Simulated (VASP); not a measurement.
AsAu (zincblende type), 2 atoms in the cell. The structure is cubic, space group F-43m (No. 216). Conventional cell: a = 5.841 Å, b = 5.841 Å, c = 5.841 Å, α = 90.00°, β = 90.00°, γ = 90.00°. Within 3.3 Å of Au (site symmetry -43m) lie 4 As at 2.53 Å. Within 3.3 Å of As (site symmetry -43m) lie 4 Au at 2.53 Å. 

```yaml
Program: VASP 6.6.1
Task: single point
Functional: PBE
Potentials_or_basis: VASP PAW PBE potentials, release 64 (Au, As)
Cutoff: 520 eV
k_mesh: 11 × 11 × 11
Occupations: fermi-dirac, width 0.08 eV
Spin: non-collinear spin, zero start, spin-orbit coupling
Starting_moments: "[[0.0, 0.0, 0.0], [0.0, 0.0, 0.0]] μB"
Dipole_correction: no
Further_INCAR_settings: ALGO = Normal; EDIFF = 1e-07; NBANDS = 28
```

Potentials or basis: VASP PAW PBE potentials, release 64 (Au, As).

Run with:

```bash
$ cat potpaw_PBE.64/Au/POTCAR potpaw_PBE.64/As/POTCAR > POTCAR
$ mpirun -np 1 vasp_ncl > vasp.out
```

Hardware: 1 thread of Intel Xeon 8259CL, with other jobs on the host.

**Question.** Estimate the wall time of this run.

**Answer.** Run time: 7.1 min on 1 thread of Intel Xeon 8259CL, on a shared host, peak memory 0.42 GiB. Counts: scf iterations 15, k points 91.
